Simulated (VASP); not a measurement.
# Al3Cu2 (P-3m1) in VASP: notebook

The runs below take Al3Cu2 through single point, with PBEsol.

Everything below comes from runs of VASP 6.6.1. Logs are shortened: lines on timing, memory, paths and dates and some standing lists are left out, and cuts for length are marked.

## 1. The cell of the first run

The structure is trigonal, space group P-3m1 (No. 164). The conventional cell has a = 4.140 Å, b = 4.140 Å, c = 5.029 Å, α = 90.00°, β = 90.00°, γ = 120.00°. Al (site symmetry -3m) has 6 Cu at 2.52 Å and 6 Al at 2.97 Å within 3.3 Å. Within 3.3 Å of Al (site symmetry 3m) lie 5 Cu at 2.47 to 2.58 Å and 6 Al at 2.82 to 2.97 Å. Within 3.3 Å of Cu (site symmetry 3m) lie 8 Al at 2.47 to 2.58 Å and 3 Cu at 2.87 Å.

## 2. Single point, PBEsol (volume scaled by 1.03, then relaxed in part)

File INCAR:

```
PREC     = Accurate       # precision mode
ENCUT    = 520            # plane-wave cutoff, eV
EDIFF    = 1E-6           # SCF threshold, eV
ISMEAR   = 0              # smearing method
SIGMA    = 0.1            # smearing width, eV
LREAL    = False          # projectors in reciprocal space
LASPH    = True           # aspherical terms in the spheres
NELM     = 100            # most SCF steps
ALGO     = Fast           # electronic algorithm
ISIF     = 2              # what is computed and relaxed
LWAVE    = False          # write WAVECAR
LCHARG   = True           # write CHGCAR
GGA      = PS             # functional
LELF     = True           # ELF
LVHAR    = True         
NBANDS   = 24             # bands
```

File KPOINTS:

```
Automatic mesh
0
Gamma
  12 12 8
```

File POSCAR:

```
Al3Cu2
1.0
    4.1400964933      0.0000000000      0.0000000000
   -2.0700482466      3.5854287373      0.0000000000
    0.0000000000      0.0000000000      5.0291759711
Al Cu
3 2
Direct
    0.0000000000      0.0000000000      0.0000000000
    0.3333333333      0.6666666667      0.3511559546
    0.6666666667      0.3333333333      0.6488440454
    0.3333333333      0.6666666667      0.8421106469
    0.6666666667      0.3333333333      0.1578893531
```

Potentials or basis: VASP PAW PBE potentials, release 64 (Al, Cu).

Command:

```console
> cat potpaw_PBE.64/Al/POTCAR potpaw_PBE.64/Cu/POTCAR > POTCAR
> mpirun -np 1 vasp_std > vasp.out
```

OUTCAR:

```text
PREC = Accurate
   ENCUT = 520
   EDIFF = 1E-6
   ISMEAR = 0
   LREAL = False
   LASPH = True
   NELM = 100
   ISIF = 2
   GGA = PS

 ion  position               nearest neighbor table
   1  0.000  0.000  0.000-   4 2.52   5 2.52   4 2.52   5 2.52   5 2.52   4 2.52   2 2.97   3 2.97
                             2 2.97   3 2.97   2 2.97   3 2.97
   2  0.333  0.667  0.351-   4 2.47   4 2.56   5 2.58   5 2.58   5 2.58   3 2.82   3 2.82   3 2.82
                             1 2.97   1 2.97   1 2.97
   3  0.667  0.333  0.649-   5 2.47   5 2.56   4 2.58   4 2.58   4 2.58   2 2.82   2 2.82   2 2.82
                             1 2.97   1 2.97   1 2.97
   4  0.333  0.667  0.842-   2 2.47   1 2.52   1 2.52   1 2.52   2 2.56   3 2.58   3 2.58   3 2.58

   5  0.667  0.333  0.158-   3 2.47   1 2.52   1 2.52   1 2.52   3 2.56   2 2.58   2 2.58   2 2.58

  LATTYP: Found a hexagonal cell.
 ALAT       =     4.1400964933
 C/A-ratio  =     1.2147484918

  Lattice vectors:

 A1 = (   4.1400964933,   0.0000000000,   0.0000000000)
 A2 = (  -2.0700482466,   3.5854287373,   0.0000000000)
 A3 = (   0.0000000000,   0.0000000000,   5.0291759711)

Analysis of symmetry for initial positions (statically):
=====================================================================
 Subroutine PRICEL returns:
 Original cell was already a primitive cell.

 Routine SETGRP: Setting up the symmetry group for a
 hexagonal supercell.

 Subroutine GETGRP returns: Found 12 space group operations
 (whereof 12 operations were pure point group operations)
 out of a pool of 24 trial point group operations.

The static configuration has the point symmetry D_3d.

Analysis of symmetry for dynamics (positions and initial velocities):
=====================================================================
 Subroutine PRICEL returns:
 Original cell was already a primitive cell.

 Routine SETGRP: Setting up the symmetry group for a
 hexagonal supercell.

 Subroutine GETGRP returns: Found 12 space group operations
 (whereof 12 operations were pure point group operations)
 out of a pool of 24 trial point group operations.

The dynamic configuration has the point symmetry D_3d.

 Subroutine INISYM returns: Found 12 space group operations
 (whereof 12 operations are pure point group operations),
 and found     1 'primitive' translations

----------------------------------------------------------------------------------------

                                     Primitive cell

  volume of cell :      74.6532

  direct lattice vectors                    reciprocal lattice vectors
     4.140096493  0.000000000  0.000000000     0.241540264  0.139453336  0.000000000
    -2.070048247  3.585428737  0.000000000     0.000000000  0.278906673  0.000000000
     0.000000000  0.000000000  5.029175971     0.000000000  0.000000000  0.198839732

  length of vectors
     4.140096493  4.140096493  5.029175971     0.278906673  0.278906673  0.198839732

  position of ions in fractional coordinates (direct lattice)
     0.000000000  0.000000000  0.000000000
     0.333333333  0.666666667  0.351155955
     0.666666667  0.333333333  0.648844045
     0.333333333  0.666666667  0.842110647
     0.666666667  0.333333333  0.157889353

  ion indices of the primitive-cell ions
   primitive index   ion index
                 1           1
                 2           2
                 3           3
                 4           4
                 5           5

----------------------------------------------------------------------------------------

 KPOINTS: Automatic mesh

Automatic generation of k-mesh.
 Grid dimensions read from file:
 generate k-points for:   12   12    8

 Generating k-lattice:

  Cartesian coordinates                     Fractional coordinates (reciprocal lattice)
     0.020128355  0.011621111  0.000000000     0.083333333  0.000000000  0.000000000
     0.000000000  0.023242223  0.000000000     0.000000000  0.083333333  0.000000000
     0.000000000  0.000000000  0.024854966     0.000000000  0.000000000  0.125000000

  Length of vectors
     0.023242223  0.023242223  0.024854966

  Shift w.r.t. Gamma in fractional coordinates (k-lattice)
     0.000000000  0.000000000  0.000000000

 Subroutine IBZKPT returns following result:
 ===========================================

 Found    131 irreducible k-points:

 Following reciprocal coordinates:
            Coordinates               Weight
  0.000000  0.000000  0.000000      1.000000
  0.083333  0.000000  0.000000      6.000000
  0.166667 -0.000000  0.000000      6.000000
  0.250000 -0.000000  0.000000      6.000000
  0.333333 -0.000000  0.000000      6.000000
  0.416667 -0.000000  0.000000      6.000000
[... 16 lines left out ...]
  0.166667 -0.000000  0.125000      6.000000
  0.000000  0.166667  0.125000      6.000000
 [... further k-points ...]
   k-points           NKPTS =    131   k-points in BZ     NKDIM =    131   number of bands    NBANDS=     24
   number of dos      NEDOS =    301   number of ions     NIONS =      5
   total plane-waves  NPLWV =  40960
   dimension x,y,z NGX =    32 NGY =   32 NGZ =   40
   dimension x,y,z NGXF=    64 NGYF=   64 NGZF=   80
   ions per type =               3   2
   NGX,Y,Z   is equivalent  to a cutoff of  12.85, 12.85, 13.22 a.u.
   NGXF,Y,Z  is equivalent  to a cutoff of  25.70, 25.70, 26.45 a.u.
 SYSTEM =  unknown system
   PREC   = accura    normal or accurate (medium, high low for compatibility)
   ISTART =      0    job   : 0-new  1-cont  2-samecut
   ICHARG =      2    charge: 1-file 2-atom 10-const
   ISPIN  =      1    spin polarized calculation?
   LNONCOLLINEAR =      F non collinear calculations
   LSORBIT =      F    spin-orbit coupling
   LASPH  =      T    aspherical Exc in radial PAW
   ENCUT  =  520.0 eV  38.22 Ry    6.18 a.u.   7.70  7.70  9.35*2*pi/ulx,y,z
   NELM   =    100;   NELMIN=  2; NELMDL= -5     # of ELM steps
   EDIFF  = 0.1E-05   stopping-criterion for ELM
   LREAL  =      F    real-space projection
   EDIFFG = 0.1E-04   stopping-criterion for IOM
   NSW    =      0    number of steps for IOM
   IBRION =     -1    ionic relax: 0-MD 1-quasi-New 2-CG
   NFREE  =      0    steps in history (QN), initial steepest desc. (CG)
   ISIF   =      2    stress and relaxation
   ISYM   =      2    0-nonsym 1-usesym 2-fastsym
   POTIM  = 0.5000    time-step for ionic-motion
   TEBEG  =    0.0;   TEEND  =   0.0 temperature during run
   PSTRESS=    0.0 pullay stress
   NELECT =      31.0000    total number of electrons
   NUPDOWN=      -1.0000    fix difference up-down
   EMIN   =  10.00;   EMAX   =-10.00  energy-range for DOS
   EFERMI =   0.00;   METHOD = LEGACY
   ISMEAR =     0;   SIGMA  =   0.10  broadening in eV -4-tet -1-fermi 0-gaus
   EFERMI_NEDOS =   21; number of points for ismear=-14 and -15
   IALGO  =     68    algorithm
   IMIX   =      4    mixing-type and parameters
     AMIX     =   0.40;   BMIX     =  1.00
     AMIX_MAG =   1.60;   BMIX_MAG =  1.00
  volume/ion in A,a.u.               =      14.93       100.76
  Fermi-wavevector in a.u.,A,eV,Ry     =   1.221366  2.308048 20.296295  1.491736
  Thomas-Fermi vector in A             =   2.356551
   LORBIT       =      0    0 simple, 1 ext, 2 COOP (PROOUT), +10 PAW based schemes
   GGA     = PS    functional components
   LHFCALC =     F    Hartree Fock is set to
   AEXX    =    0.0000 exact exchange contribution
   IVDW    =     0    specifies the selected vdW correction
   LEPSILON=     F    determine dielectric tensor
   LRPA    =     F    only Hartree local field effects (RPA)
 non-spin polarized calculation
 RMM-DIIS sequential band-by-band and
 Gauss-broadening in eV      SIGMA  =   0.10
  energy-cutoff  :      520.00
  volume of cell :       74.65
 maximum number of plane-waves:      2034
 NGX is ok and might be reduce to    32
   NGX = 15   NGY = 15   NGZ = 19

 number of electron      31.0000013 magnetization

 Free energy of the ion-electron system (eV)
  ---------------------------------------------------
  ext. energy  EPLUGINS =         0.00000000
  ---------------------------------------------------
  free energy    TOTEN  =       -21.70217421 eV

  energy without entropy =      -21.69433594  energy(sigma->0) =      -21.69825507

 E-fermi :   7.9624     XC(G=0): -10.9381

 val. band max:        7.9433198936   @ k =   0.1667   0.1667   0.2500
 cond. band min:       7.9646311744   @ k =   0.3333   0.0833   0.0000
 fundamental gap:      0.0213112809
 Fermi energy:         7.9624228965

 k-point     1 :       0.0000    0.0000    0.0000
  band No.  band energies     occupation
      1      -3.0807      2.00000
      2       1.6939      2.00000
      3       2.1892      2.00000
      4       2.7527      2.00000
      5       2.7527      2.00000
      6       3.1033      2.00000
[... 16 lines left out ...]
     23      13.6974      0.00000
     24      13.6975      0.00000

 k-point     2 :       0.0833    0.0000    0.0000
  band No.  band energies     occupation
      1      -3.0000      2.00000
      2       1.7344      2.00000
      3       2.1844      2.00000
      4       2.7702      2.00000
      5       2.7772      2.00000
      6       3.0865      2.00000
[... 16 lines left out ...]
     23      13.4145      0.00000
     24      13.4570      0.00000

 k-point     3 :       0.1667   -0.0000    0.0000
  band No.  band energies     occupation
      1      -2.7589      2.00000
      2       1.8396      2.00000
      3       2.1493      2.00000
      4       2.8110      2.00000
      5       2.8482      2.00000
      6       3.0410      2.00000
[... 16 lines left out ...]
     23      13.0860      0.00000
     24      13.3658      0.00000
[... 514 lines left out ...]
 k-point    23 :       0.1667   -0.0000    0.1250
  band No.  band energies     occupation
      1      -2.6720      2.00000
      2       1.3409      2.00000
      3       2.3244      2.00000
      4       2.7450      2.00000
      5       2.8345      2.00000
      6       3.0818      2.00000
[... 16 lines left out ...]
     23      13.3177      0.00000
     24      14.0267      0.00000

 k-point    24 :       0.0000    0.1667    0.1250
  band No.  band energies     occupation
      1      -2.6716      2.00000
      2       1.3306      2.00000
      3       2.3021      2.00000
      4       2.8010      2.00000
      5       2.8339      2.00000
      6       3.0354      2.00000
[... 16 lines left out ...]
     23      13.3505      0.00000
     24      13.7834      0.00000

 [... further k-points ...]

------------------------ aborting loop because EDIFF is reached ----------------------------------------

  FORCE on cell =-STRESS in cart. coord.  units (eV):
  Direction    XX          YY          ZZ          XY          YZ          ZX
  --------------------------------------------------------------------------------------
  -------------------------------------------------------------------------------------
  Total       -1.1563507     -1.1563507     -1.1645472     -0.0000000     -0.0000000     -0.0000000
  in kB      -24.8171426    -24.8171426    -24.9930523     -0.0000000     -0.0000000     -0.0000000
  external PRESSURE =     -24.8757792 kB  Pullay stress =       0.0000000 kB

 VOLUME and BASIS-vectors are now :
 -----------------------------------------------------------------------------
  energy-cutoff  :      520.00
  volume of cell :       74.65
      direct lattice vectors                 reciprocal lattice vectors
     4.140096493  0.000000000  0.000000000     0.241540264  0.139453336  0.000000000
    -2.070048247  3.585428737  0.000000000     0.000000000  0.278906673  0.000000000
     0.000000000  0.000000000  5.029175971     0.000000000  0.000000000  0.198839732

 POSITION                                       TOTAL-FORCE (eV/Angst)
 -----------------------------------------------------------------------------------
      0.00000      0.00000      0.00000        -0.000000      0.000000     -0.000000
     -0.00000      2.39029      1.76603        -0.000000      0.000000      0.001160
      2.07005      1.19514      3.26315        -0.000000     -0.000000     -0.001160
     -0.00000      2.39029      4.23512         0.000000      0.000000     -0.002538
      2.07005      1.19514      0.79405         0.000000      0.000000      0.002538
 -----------------------------------------------------------------------------------
    total drift:                               -0.000000      0.000000     -0.000000

  FREE ENERGIE OF THE ION-ELECTRON SYSTEM (eV)
  ---------------------------------------------------
  free  energy   TOTEN  =       -21.7021742076 eV

  energy  without entropy=      -21.6943359355  energy(sigma->0) =      -21.69825507
```

Run time: 2.1 min. Hardware: 1 thread of Intel Xeon 6975P-C (Granite Rapids), shared host; peak memory 0.33 GiB.

What came out:

* Free energy: -21.7022 eV
* Pressure: -2.5 GPa

Forces in eV/Å, atoms in the order of the input:
```
Al   0.000  0.000  0.000
Al   0.000  0.000  0.001
Al   0.000  0.000 -0.001
Cu   0.000  0.000 -0.003
Cu   0.000  0.000  0.003
```

Caveat: the PAW data sets were made with another functional, which shifts forces and pressure a little.

[end of part 1 of 3]
